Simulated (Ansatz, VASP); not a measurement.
# Hf2NbN2 in VASP and in Ansatz

INCAR

```
SYSTEM = Hf2NbN2
PREC = Accurate
ENCUT = 600
EDIFF = 1E-6
ISMEAR = 0
SIGMA = 0.1
LREAL = .FALSE.
LASPH = .TRUE.
NELM = 60
ALGO = Normal
ISIF = 3
LWAVE = .FALSE.
LCHARG = .FALSE.
GGA = PE
IBRION = 2
NSW = 90
EDIFFG = -0.04
```

Contents of KPOINTS:

```
regular mesh
0
G
  6 6 6
  0 0 0
```

The input POSCAR:

```
Hf2NbN2
1.0
   -2.4688460500      2.6970619800      2.7279882600
    2.4688460500     -2.6970619800      2.7279882600
    2.4688460500      2.6970619800     -2.7279882600
Hf Nb N
2 1 2
Direct
    0.0000000000      0.7686612900      0.7686612900
    0.0000000000      0.2313387100      0.2313387100
    0.5000000000      0.5000000000      0.0000000000
    0.5000000000      0.1722118100      0.6722118100
    0.5000000000      0.8277881900      0.3277881900
```

Input for Ansatz:

```yaml
crystal:
  lattice:
    - [-2.46884605, 2.69706198, 2.72798826]
    - [2.46884605, -2.69706198, 2.72798826]
    - [2.46884605, 2.69706198, -2.72798826]
  atoms:
    - { symbol: Hf, position: [0.0, 0.76866129, 0.76866129] }
    - { symbol: Hf, position: [0.0, 0.23133871, 0.23133871] }
    - { symbol: Nb, position: [0.5, 0.5, 0.0] }
    - { symbol: "N", position: [0.5, 0.17221181, 0.67221181] }
    - { symbol: "N", position: [0.5, 0.82778819, 0.32778819] }
basis:
  ecutwfc: 420
kpoints:
  mp_grid: { grid: [6, 6, 6] }
hamiltonian:
  xc: pbe
scf:
  occupations: { method: gaussian, width: 0.1 }
  lower_state_search: "off"
output:
  forces: true
  stress: true
  eigenvalues: true
relax:
  adjacent_minimum: "off"
  f_tol: 0.04
  max_steps: 70
  cell: { stress_tol: 0.4 }
```

Alike in both runs: task relaxation of cell and atoms; functional PBE; k mesh 6 × 6 × 6; occupations gaussian, width 0.1 eV; no spin polarisation.

|  | VASP | Ansatz |
| --- | --- | --- |
| version | VASP 6.6.1 | Ansatz 0.2.0 |
| potentials or method | VASP PAW PBE potentials, release 64 (Hf_pv, Nb_sv, N), cutoff 600 eV | scalar-relativistic, plane waves, PAW |
| valence electrons in the cell | 43 | 75 |

Ansatz gave:

- gap on the k mesh at the Fermi level, each at its own relaxed structure (eV): none
- relaxed volume (Å³/atom): 15.07
- relaxed cell length with the largest relative difference (Å): 4.609

Problem. Which values does VASP return?

Solution. gap on the k mesh at the Fermi level, each at its own relaxed structure (eV): none; relaxed volume (Å³/atom): 14.95; relaxed cell length with the largest relative difference (Å): 4.598.

A gap of «none» marks a metal or a gap that the smearing closes. VASP's potentials hold 43 valence electrons a cell and Ansatz's 75, so a difference there can come from the potentials and not from the codes.

Spin-orbit coupling is off throughout.
